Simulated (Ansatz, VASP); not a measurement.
**Se: VASP beside Ansatz**

Contents of POSCAR:

```
Se
1.0
    0.0000000000      2.1702437318      2.1702437318
    2.1702437318      0.0000000000      2.1702437318
    2.1702437318      2.1702437318      0.0000000000
Se
1
Direct
    0.0000000000      0.0000000000      0.0000000000
```

Contents of INCAR.step1:

```
ALGO = Normal
EDIFF = 1E-4
ENCUT = 520
GGA = PE
ISMEAR = -1
LASPH = True
LCHARG = False
LREAL = False
LWAVE = True
NBANDS = 9
NELM = 60
PREC = Accurate
SIGMA = 0.1
```

Contents of INCAR.step2:

```
ALGO = Normal
EDIFF = 1E-7
ENCUT = 520
ISIF = 2
ISMEAR = -1
ISTART = 1
LASPH = True
LCHARG = False
LMIXTAU = True
LREAL = False
LWAVE = False
METAGGA = R2SCAN
NBANDS = 9
NELM = 60
PREC = Accurate
SIGMA = 0.1
```

The input KPOINTS:

```
k-points
0
Gamma
  14 14 14
```

Input for Ansatz:

```yaml
crystal:
  lattice:
    - [0.0, 2.1702437318, 2.1702437318]
    - [2.1702437318, 0.0, 2.1702437318]
    - [2.1702437318, 2.1702437318, 0.0]
  atoms:
    - { symbol: Se, position: [0.0, 0.0, 0.0] }
hamiltonian:
  xc: r2scan
  pseudopotentials:
    kind: paw
    azcp:
      Se: "pseudopotentials/Se.paw.azcp"
basis:
  ecutwfc: 500
  fft_grid_basis: typed
kpoints:
  mp_grid: { grid: [14, 14, 14], shift: [0, 0, 0] }
magnetization:
  spin_polarized: false
scf:
  occupations: { method: fermi_dirac, width: 0.1 }
  lower_state_search: "off"
output:
  stress: true
  write_density: true
  write_potential: true
  elf: true
  volumetric_format: npy
```

Alike in both runs: task single point; functional r2SCAN; k mesh 14 × 14 × 14; occupations fermi-dirac, width 0.1 eV; no spin polarisation.

|  | VASP | Ansatz |
| --- | --- | --- |
| version | VASP 6.6.1 | Ansatz 0.2.0 |
| potentials or method | VASP PAW PBE potentials, release 64 (Se), cutoff 520 eV | plane waves (500 eV) with PAW, scalar-relativistic |
| valence electrons in the cell | 6 | 16 |

```csv
,VASP,Ansatz,Ansatz less VASP
pressure (GPa),-0.2,-0.1,+0.09
```

VASP's potentials were made for PBE, not for r2SCAN. VASP's potentials hold 6 valence electrons a cell and Ansatz's 16, so a difference there can come from the potentials and not from the codes.
